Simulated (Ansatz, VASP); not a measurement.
## AlIn3As4: VASP beside Ansatz

Contents of INCAR:

```
SYSTEM = AlIn3As4
PREC = Accurate ; ENCUT = 600
EDIFF = 1E-7 ; ISMEAR = 0
SIGMA = 0.1 ; LREAL = .FALSE.
LASPH = .TRUE. ; NELM = 80
ALGO = Fast ; ISIF = 3
LWAVE = .FALSE. ; LCHARG = .FALSE.
GGA = PE ; IBRION = 2
NSW = 100 ; EDIFFG = -0.01
```

KPOINTS

```
Automatic mesh
0
G
  10 10 4
  0 0 0
```

POSCAR

```
AlIn3As4
1.0
    4.2856977000      0.0000000000      0.0000000000
    0.0000000000      4.2856977000      0.0000000000
    0.0000000000      0.0000000000     12.1589052000
Al In As
1 3 4
Direct
    0.5000000000      0.5000000000      0.5000000000
    0.0000000000      0.0000000000      0.7404840000
    0.5000000000      0.5000000000      0.0000000000
    0.0000000000      0.0000000000      0.2595160000
    0.5000000000      0.0000000000      0.1297700000
    0.0000000000      0.5000000000      0.3906400000
    0.5000000000      0.0000000000      0.6093600000
    0.0000000000      0.5000000000      0.8702300000
```

Input for Ansatz:

```yaml
crystal:
  lattice:
    - [4.2856977, 0.0, 0.0]
    - [0.0, 4.2856977, 0.0]
    - [0.0, 0.0, 12.1589052]
  atoms:
    - { symbol: Al, position: [0.5, 0.5, 0.5] }
    - { symbol: In, position: [0.0, 0.0, 0.740484] }
    - { symbol: In, position: [0.5, 0.5, 0.0] }
    - { symbol: In, position: [0.0, 0.0, 0.259516] }
    - { symbol: As, position: [0.5, 0.0, 0.12977] }
    - { symbol: As, position: [0.0, 0.5, 0.39064] }
    - { symbol: As, position: [0.5, 0.0, 0.60936] }
    - { symbol: As, position: [0.0, 0.5, 0.87023] }
basis:
  ecutwfc: 420
kpoints:
  mp_grid: { grid: [10, 10, 4] }
hamiltonian:
  xc: pbe
scf:
  occupations: { method: gaussian, width: 0.1 }
output:
  forces: true
  stress: true
  eigenvalues: true
  write_density: true
  write_potential: true
  elf: true
  volumetric_format: npy
relax:
  adjacent_minimum: "off"
  f_tol: 0.01
  max_steps: 80
  cell: { stress_tol: 0.05 }
```

Alike in both runs: task relaxation of cell and atoms; functional PBE; k mesh 10 × 10 × 4; occupations gaussian, width 0.1 eV; no spin polarisation.

|  | VASP | Ansatz |
| --- | --- | --- |
| version | VASP 6.6.1 | Ansatz 0.2.0 |
| potentials or method | VASP PAW PBE potentials, release 64 (Al, In_d, As), cutoff 600 eV | scalar-relativistic, plane waves, PAW |
| valence electrons in the cell | 62 | 102 |

Ansatz gave:

```
gap on the k mesh at the Fermi level, each at its own relaxed structure (eV) : none
relaxed volume (Å³/atom)                                                     : 27.92
relaxed cell length with the largest relative difference (Å)                 : 4.286
```

**Question.** Which values does VASP return?

**Answer.** gap on the k mesh at the Fermi level, each at its own relaxed structure (eV): none; relaxed volume (Å³/atom): 27.96; relaxed cell length with the largest relative difference (Å): 4.288.

A gap of «none» marks a metal or a gap that the smearing closes. VASP's potentials hold 62 valence electrons a cell and Ansatz's 102, so a difference there can come from the potentials and not from the codes.
